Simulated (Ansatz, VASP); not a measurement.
Si3N4: VASP beside Ansatz

```
CELL_PARAMETERS angstrom
7.61905 0.00000 0.00000
-3.80953 6.59829 0.00000
0.00000 0.00000 2.91136
ATOMIC_POSITIONS crystal
Si 0.17412 0.76792 0.25000
Si 0.40620 0.17412 0.75000
Si 0.23208 0.40620 0.25000
Si 0.82588 0.23208 0.75000
Si 0.59380 0.82588 0.25000
Si 0.76792 0.59380 0.75000
N 0.33333 0.66667 0.25000
N 0.66667 0.33333 0.75000
N 0.32996 0.02994 0.25000
N 0.30001 0.32996 0.75000
N 0.97006 0.30001 0.25000
N 0.67004 0.97006 0.75000
N 0.69999 0.67004 0.25000
N 0.02994 0.69999 0.75000
```

Alike in both runs: functional PBE; dispersion D3(BJ); k mesh 3 × 3 × 8; occupations gaussian, width 0.1 eV; no spin polarisation.

Ansatz relaxed the structure, and its values are those at the end. VASP's run is a single point on that final structure, the one shown.

|  | VASP | Ansatz |
| --- | --- | --- |
| version | VASP 6.6.1 | Ansatz 0.2.0 |
| potentials or method | VASP PAW PBE potentials, release 64 (Si, N), cutoff 520 eV | scalar-relativistic, plane waves, PAW |
| valence electrons in the cell | 64 | 64 |

|  | VASP | Ansatz | Ansatz less VASP |
| --- | --- | --- | --- |
| gap on the k mesh at the Fermi level (eV) | 4.32 | 4.33 | +0.012 |
| least direct gap on the mesh (eV) | 4.50 | 4.51 | +0.011 |
| pressure (GPa) | -0.3 | 0.0 | +0.29 |
| rms of the force components (eV/Å) | 0.004 | 0.004 | -0.0001 |
